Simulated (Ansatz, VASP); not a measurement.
## Na3BPd: VASP beside Ansatz

```
Na B Pd
1.0
     4.75423    0.00000    0.00000
     0.00000    6.17338    0.00000
     0.00000    0.00000    4.02003
Na B Pd
3 1 1
Cartesian
  2.3771 0.0000 3.1224
  0.0000 1.7303 1.1097
  0.0000 4.4431 1.1097
  2.3771 3.0867 1.1885
  2.3771 3.0867 3.1966
```

Alike in both runs: functional PBE; k mesh 4 × 4 × 6; occupations gaussian, width 0.1 eV; no spin polarisation.

Ansatz relaxed the structure, and its values are those at the end. VASP's run is a single point on that final structure, the one shown.

```csv
,VASP,Ansatz
version,VASP 6.6.1,Ansatz 0.2.0
potentials or method,"VASP PAW PBE potentials, release 64 (Na_pv, B, Pd), cutoff 520 eV","scalar-relativistic, plane waves, PAW"
valence electrons in the cell,34,48
```

|  | VASP | Ansatz | Ansatz less VASP |
| --- | --- | --- | --- |
| gap on the k mesh at the Fermi level (eV) | none | none | - |
| pressure (GPa) | 0.0 | 0.0 | -0.01 |
| rms of the force components (eV/Å) | 0.005 | 0.005 | -0.0003 |

A gap of «none» marks a metal or a gap that the smearing closes. The functional is the same, so the differences come from potentials, cutoffs and numerics. VASP's potentials hold 34 valence electrons a cell and Ansatz's 48, so a difference there can come from the potentials and not from the codes.
